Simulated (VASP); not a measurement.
# CaO (Fm-3m) in VASP: a series of runs

The runs below take CaO through single point, with r2SCAN.

Program: VASP 6.6.1. These are calculated values, not measurements. Logs are shortened: lines on timing, memory, paths and dates and some standing lists are left out, and cuts for length are marked.

**1. The cell of the first run**

The structure is cubic, space group Fm-3m (No. 225). The conventional cell has a = 4.697 Å, b = 4.697 Å, c = 4.697 Å, α = 90.00°, β = 90.00°, γ = 90.00°. Within 3.1 Å of Ca (site symmetry m-3m) lie 6 O at 2.35 Å. Within 3.1 Å of O (site symmetry m-3m) lie 6 Ca at 2.35 Å.

**2. Single point, r2SCAN (12.95 Å³/atom)**

POSCAR reads:

```
CaO
1.0
    0.0000000000      2.3485040450      2.3485040450
    2.3485040450      0.0000000000      2.3485040450
    2.3485040450      2.3485040450      0.0000000000
Ca O
1 1
Direct
    0.0000000000      0.0000000000      0.0000000000
    0.5000000000      0.5000000000      0.5000000000
```

INCAR.step1 reads:

```
PREC     = Accurate       # precision mode
ENCUT    = 660            # plane-wave cutoff, eV
ISMEAR   = 0              # smearing method
SIGMA    = 0.02           # smearing width, eV
LREAL    = False          # projectors in reciprocal space
LASPH    = True           # aspherical terms in the spheres
NELM     = 120            # most SCF steps
NBANDS   = 15             # bands
GGA      = PE             # functional
ALGO     = Normal         # electronic algorithm
EDIFF    = 1E-5           # SCF threshold, eV
LWAVE    = True           # write WAVECAR
LCHARG   = False          # write CHGCAR
GGA_COMPAT= False
```

INCAR.step2 reads:

```
PREC     = Accurate       # precision mode
ENCUT    = 660            # plane-wave cutoff, eV
EDIFF    = 1E-6           # SCF threshold, eV
ISMEAR   = 0              # smearing method
SIGMA    = 0.02           # smearing width, eV
LREAL    = False          # projectors in reciprocal space
LASPH    = True           # aspherical terms in the spheres
NELM     = 120            # most SCF steps
ALGO     = Normal         # electronic algorithm
ISIF     = 2              # what is computed and relaxed
LWAVE    = False          # write WAVECAR
LCHARG   = False          # write CHGCAR
METAGGA  = R2SCAN         # meta-GGA
LMIXTAU  = True         
NBANDS   = 15             # bands
ISTART   = 1            
GGA_COMPAT= False
```

KPOINTS reads:

```
Automatic mesh
0
Gamma
  8 8 8
```

Potentials or basis: VASP PAW PBE potentials, release 64 (Ca_sv, O).

Command:

```
$ cat potpaw_PBE.64/Ca_sv/POTCAR potpaw_PBE.64/O/POTCAR > POTCAR
$ cp INCAR.step1 INCAR
$ mpirun -np 1 vasp_std > vasp.out
$ cp INCAR.step2 INCAR
$ mpirun -np 1 vasp_std > vasp.out
```

OUTCAR:

```text
PREC = Accurate
   ENCUT = 660
   EDIFF = 1E-6
   ISMEAR = 0
   LREAL = False
   LASPH = True
   NELM = 120
   ISIF = 2
   METAGGA = R2SCAN
   ISTART = 1

 ion  position               nearest neighbor table
   1  0.000  0.000  0.000-   2 2.35   2 2.35   2 2.35   2 2.35   2 2.35   2 2.35
   2  0.500  0.500  0.500-   1 2.35   1 2.35   1 2.35   1 2.35   1 2.35   1 2.35

  LATTYP: Found a face centered cubic cell.
 ALAT       =     4.6970080900

  Lattice vectors:

 A1 = (   0.0000000000,   2.3485040450,   2.3485040450)
 A2 = (   2.3485040450,   0.0000000000,   2.3485040450)
 A3 = (   2.3485040450,   2.3485040450,   0.0000000000)

Analysis of symmetry for initial positions (statically):
=====================================================================
 Subroutine PRICEL returns:
 Original cell was already a primitive cell.

 Routine SETGRP: Setting up the symmetry group for a
 face centered cubic supercell.

 Subroutine GETGRP returns: Found 48 space group operations
 (whereof 48 operations were pure point group operations)
 out of a pool of 48 trial point group operations.

The static configuration has the point symmetry O_h .

Analysis of symmetry for dynamics (positions and initial velocities):
=====================================================================
 Subroutine PRICEL returns:
 Original cell was already a primitive cell.

 Routine SETGRP: Setting up the symmetry group for a
 face centered cubic supercell.

 Subroutine GETGRP returns: Found 48 space group operations
 (whereof 48 operations were pure point group operations)
 out of a pool of 48 trial point group operations.

The dynamic configuration has the point symmetry O_h .

 Subroutine INISYM returns: Found 48 space group operations
 (whereof 48 operations are pure point group operations),
 and found     1 'primitive' translations

----------------------------------------------------------------------------------------

                                     Primitive cell

  volume of cell :      25.9062

  direct lattice vectors                    reciprocal lattice vectors
     0.000000000  2.348504045  2.348504045    -0.212901486  0.212901486  0.212901486
     2.348504045  0.000000000  2.348504045     0.212901486 -0.212901486  0.212901486
     2.348504045  2.348504045  0.000000000     0.212901486  0.212901486 -0.212901486

  length of vectors
     3.321286272  3.321286272  3.321286272     0.368756190  0.368756190  0.368756190

  position of ions in fractional coordinates (direct lattice)
     0.000000000  0.000000000  0.000000000
     0.500000000  0.500000000  0.500000000

  ion indices of the primitive-cell ions
   primitive index   ion index
                 1           1
                 2           2

----------------------------------------------------------------------------------------

 KPOINTS: Automatic mesh

Automatic generation of k-mesh.
 Grid dimensions read from file:
 generate k-points for:    8    8    8

 Generating k-lattice:

  Cartesian coordinates                     Fractional coordinates (reciprocal lattice)
    -0.026612686  0.026612686  0.026612686     0.125000000  0.000000000  0.000000000
     0.026612686 -0.026612686  0.026612686     0.000000000  0.125000000  0.000000000
     0.026612686  0.026612686 -0.026612686     0.000000000  0.000000000  0.125000000

  Length of vectors
     0.046094524  0.046094524  0.046094524

  Shift w.r.t. Gamma in fractional coordinates (k-lattice)
     0.000000000  0.000000000  0.000000000

 Subroutine IBZKPT returns following result:
 ===========================================

 Found     29 irreducible k-points:

 Following reciprocal coordinates:
            Coordinates               Weight
  0.000000  0.000000  0.000000      1.000000
  0.125000  0.000000  0.000000      8.000000
  0.250000  0.000000  0.000000      8.000000
  0.375000  0.000000  0.000000      8.000000
  0.500000  0.000000  0.000000      4.000000
  0.125000  0.125000  0.000000      6.000000
[... 16 lines left out ...]
  0.500000  0.250000  0.125000     48.000000
 -0.375000  0.250000  0.125000     24.000000
 [... further k-points ...]
   k-points           NKPTS =     29   k-points in BZ     NKDIM =     29   number of bands    NBANDS=     15
   number of dos      NEDOS =    301   number of ions     NIONS =      2
   total plane-waves  NPLWV =  21952
   dimension x,y,z NGX =    28 NGY =   28 NGZ =   28
   dimension x,y,z NGXF=    56 NGYF=   56 NGZF=   56
   ions per type =               1   1
   NGX,Y,Z   is equivalent  to a cutoff of  14.02, 14.02, 14.02 a.u.
   NGXF,Y,Z  is equivalent  to a cutoff of  28.03, 28.03, 28.03 a.u.
 SYSTEM =  unknown system
   PREC   = accura    normal or accurate (medium, high low for compatibility)
   ISTART =      1    job   : 0-new  1-cont  2-samecut
   ICHARG =      0    charge: 1-file 2-atom 10-const
   ISPIN  =      1    spin polarized calculation?
   LNONCOLLINEAR =      F non collinear calculations
   LSORBIT =      F    spin-orbit coupling
   LASPH  =      T    aspherical Exc in radial PAW
   ENCUT  =  660.0 eV  48.51 Ry    6.96 a.u.   6.96  6.96  6.96*2*pi/ulx,y,z
   NELM   =    120;   NELMIN=  2; NELMDL=  0     # of ELM steps
   EDIFF  = 0.1E-05   stopping-criterion for ELM
   LREAL  =      F    real-space projection
   EDIFFG = 0.1E-04   stopping-criterion for IOM
   NSW    =      0    number of steps for IOM
   IBRION =     -1    ionic relax: 0-MD 1-quasi-New 2-CG
   NFREE  =      0    steps in history (QN), initial steepest desc. (CG)
   ISIF   =      2    stress and relaxation
   ISYM   =      2    0-nonsym 1-usesym 2-fastsym
   POTIM  = 0.5000    time-step for ionic-motion
   TEBEG  =    0.0;   TEEND  =   0.0 temperature during run
   PSTRESS=    0.0 pullay stress
   NELECT =      16.0000    total number of electrons
   NUPDOWN=      -1.0000    fix difference up-down
   EMIN   =  10.00;   EMAX   =-10.00  energy-range for DOS
   EFERMI =   0.00;   METHOD = LEGACY
   ISMEAR =     0;   SIGMA  =   0.02  broadening in eV -4-tet -1-fermi 0-gaus
   EFERMI_NEDOS =   21; number of points for ismear=-14 and -15
   IALGO  =     38    algorithm
   IMIX   =      4    mixing-type and parameters
     AMIX     =   0.40;   BMIX     =  1.00
     AMIX_MAG =   1.60;   BMIX_MAG =  1.00
  volume/ion in A,a.u.               =      12.95        87.41
  Fermi-wavevector in a.u.,A,eV,Ry     =   1.394163  2.634586 26.445510  1.943690
  Thomas-Fermi vector in A             =   2.517739
   LORBIT       =      0    0 simple, 1 ext, 2 COOP (PROOUT), +10 PAW based schemes
   METAGGA = R2SCAN    functional components
   LHFCALC =     F    Hartree Fock is set to
   AEXX    =    0.0000 exact exchange contribution
   IVDW    =     0    specifies the selected vdW correction
   LEPSILON=     F    determine dielectric tensor
   LRPA    =     F    only Hartree local field effects (RPA)
 non-spin polarized calculation
 Gauss-broadening in eV      SIGMA  =   0.02
  energy-cutoff  :      660.00
  volume of cell :       25.91
 maximum number of plane-waves:      1012
   NGX = 13   NGY = 13   NGZ = 13

 number of electron      15.9999999 magnetization

 Free energy of the ion-electron system (eV)
  ---------------------------------------------------
  ext. energy  EPLUGINS =         0.00000000
  ---------------------------------------------------
  free energy    TOTEN  =       -19.40441813 eV

  energy without entropy =      -19.40441813  energy(sigma->0) =      -19.40441813

 E-fermi :   2.5051     XC(G=0): -11.4443

 val. band max:        2.4164251965   @ k =   0.0000   0.0000   0.0000
 cond. band min:       6.5765855808   @ k =   0.5000   0.5000   0.0000
 fundamental gap:      4.1601603843
 Fermi energy:         2.5051304756

 k-point     1 :       0.0000    0.0000    0.0000
  band No.  band energies     occupation
      1     -36.3561      2.00000
      2     -16.1914      2.00000
      3     -16.1914      2.00000
      4     -16.1914      2.00000
      5     -14.1909      2.00000
      6       2.4164      2.00000
      7       2.4164      2.00000
      8       2.4164      2.00000
      9       8.4530      0.00000
     10       9.4378      0.00000
     11       9.4378      0.00000
     12       9.4378      0.00000
     13      11.1566      0.00000
     14      11.1566      0.00000
     15      18.6463      0.00000

 k-point     2 :       0.1250    0.0000    0.0000
  band No.  band energies     occupation
      1     -36.3360      2.00000
      2     -16.5406      2.00000
      3     -16.2003      2.00000
      4     -16.2003      2.00000
      5     -13.8370      2.00000
      6       1.8790      2.00000
      7       2.1807      2.00000
      8       2.1807      2.00000
      9       9.1385      0.00000
     10       9.4082      0.00000
     11       9.7330      0.00000
     12       9.7330      0.00000
     13      11.5760      0.00000
     14      11.5760      0.00000
     15      19.3282      0.00000

 k-point     3 :       0.2500    0.0000    0.0000
  band No.  band energies     occupation
      1     -36.2872      2.00000
      2     -17.1430      2.00000
      3     -16.2215      2.00000
      4     -16.2215      2.00000
      5     -13.2208      2.00000
      6       0.8311      2.00000
      7       1.6761      2.00000
      8       1.6761      2.00000
      9       9.5069      0.00000
     10      10.5113      0.00000
     11      10.5113      0.00000
     12      10.6563      0.00000
     13      12.5841      0.00000
     14      12.5841      0.00000
     15      19.9224      0.00000

 k-point     4 :       0.3750    0.0000    0.0000
  band No.  band energies     occupation
      1     -36.2378      2.00000
      2     -17.6023      2.00000
      3     -16.2424      2.00000
      4     -16.2424      2.00000
      5     -12.7441      2.00000
      6      -0.0319      2.00000
      7       1.2376      2.00000
      8       1.2376      2.00000
      9      10.0355      0.00000
     10      11.4218      0.00000
     11      11.4218      0.00000
     12      11.8797      0.00000
     13      13.6744      0.00000
     14      13.6744      0.00000
     15      19.0724      0.00000
[... 307 lines left out ...]
 k-point    22 :       0.3750    0.2500    0.1250
  band No.  band energies     occupation
      1     -36.2517      2.00000
      2     -17.1838      2.00000
      3     -16.3908      2.00000
      4     -16.2658      2.00000
      5     -13.1881      2.00000
      6       0.5020      2.00000
      7       1.5584      2.00000
      8       1.8963      2.00000
      9       8.4975      0.00000
     10      10.8015      0.00000
     11      11.2891      0.00000
     12      11.6902      0.00000
     13      12.5784      0.00000
     14      13.9912      0.00000
     15      20.4750      0.00000

 k-point    23 :       0.5000    0.2500    0.1250
  band No.  band energies     occupation
      1     -36.2127      2.00000
      2     -17.3796      2.00000
      3     -16.4708      2.00000
      4     -16.3130      2.00000
      5     -13.0213      2.00000
      6       0.3294      2.00000
      7       1.2423      2.00000
      8       1.5453      2.00000
      9       9.0735      0.00000
     10      11.0124      0.00000
     11      11.9576      0.00000
     12      12.1986      0.00000
     13      13.6545      0.00000
     14      15.0267      0.00000
     15      19.0996      0.00000

 k-point    24 :      -0.3750    0.2500    0.1250
  band No.  band energies     occupation
      1     -36.1964      2.00000
      2     -17.4575      2.00000
      3     -16.4879      2.00000
      4     -16.3468      2.00000
      5     -12.9586      2.00000
      6       0.2827      2.00000
      7       1.2312      2.00000
      8       1.2616      2.00000
      9      10.0765      0.00000
     10      10.1694      0.00000
     11      12.2856      0.00000
     12      12.6384      0.00000
     13      13.9661      0.00000
     14      15.8584      0.00000
     15      18.2502      0.00000

 [... further k-points ...]

------------------------ aborting loop because EDIFF is reached ----------------------------------------

  FORCE on cell =-STRESS in cart. coord.  units (eV):
  Direction    XX          YY          ZZ          XY          YZ          ZX
  --------------------------------------------------------------------------------------
  -------------------------------------------------------------------------------------
  Total        1.5295293      1.5295293      1.5295293      0.0000000      0.0000000     -0.0000000
  in kB       94.5941887     94.5941887     94.5941887      0.0000000      0.0000000     -0.0000000
  external PRESSURE =      94.5941887 kB  Pullay stress =       0.0000000 kB

 VOLUME and BASIS-vectors are now :
 -----------------------------------------------------------------------------
  energy-cutoff  :      660.00
  volume of cell :       25.91
      direct lattice vectors                 reciprocal lattice vectors
     0.000000000  2.348504045  2.348504045    -0.212901486  0.212901486  0.212901486
     2.348504045  0.000000000  2.348504045     0.212901486 -0.212901486  0.212901486
     2.348504045  2.348504045  0.000000000     0.212901486  0.212901486 -0.212901486

 POSITION                                       TOTAL-FORCE (eV/Angst)
 -----------------------------------------------------------------------------------
      0.00000      0.00000      0.00000        -0.000000     -0.000000     -0.000000
      2.34850      2.34850      2.34850         0.000000      0.000000      0.000000
 -----------------------------------------------------------------------------------
    total drift:                                0.000000      0.000000      0.000000

  FREE ENERGIE OF THE ION-ELECTRON SYSTEM (eV)
  ---------------------------------------------------
  free  energy   TOTEN  =       -19.4044181262 eV

  energy  without entropy=      -19.4044181262  energy(sigma->0) =      -19.40441813
```

Wall time 51 s (1 thread of AMD EPYC 7R13 (Zen 3), shared host); peak memory 0.14 GiB.

Results:

| Item | Value |
| --- | --- |
| Free energy | -19.4044 eV |
| Pressure | 9.5 GPa |
| Band gap on the k mesh | 4.16 eV (least direct gap 4.51 eV) |

Levels at points of the mesh, in eV from the valence-band top:
| k point | band 5 | band 6 | band 7 | band 8 | band 9 | band 10 | band 11 | band 12 |
| --- | --- | --- | --- | --- | --- | --- | --- | --- |
| (0.00, 0.00, 0.00) | -16.61 | 0.00 | 0.00 | 0.00 | 6.04 | 7.02 | 7.02 | 7.02 |
| (0.50, 0.00, 0.00) | -14.98 | -2.77 | -1.35 | -1.35 | 8.03 | 9.44 | 9.44 | 9.78 |
| (0.50, 0.50, 0.00) | -16.40 | -1.25 | -0.35 | -0.35 | 4.16 | 9.30 | 10.03 | 10.72 |

Caveat: the cell stands under pressure; the PAW data sets were made with another functional, which shifts forces and pressure a little. A k mesh can miss the band edges.

(Part 1 of 2 ends here.)
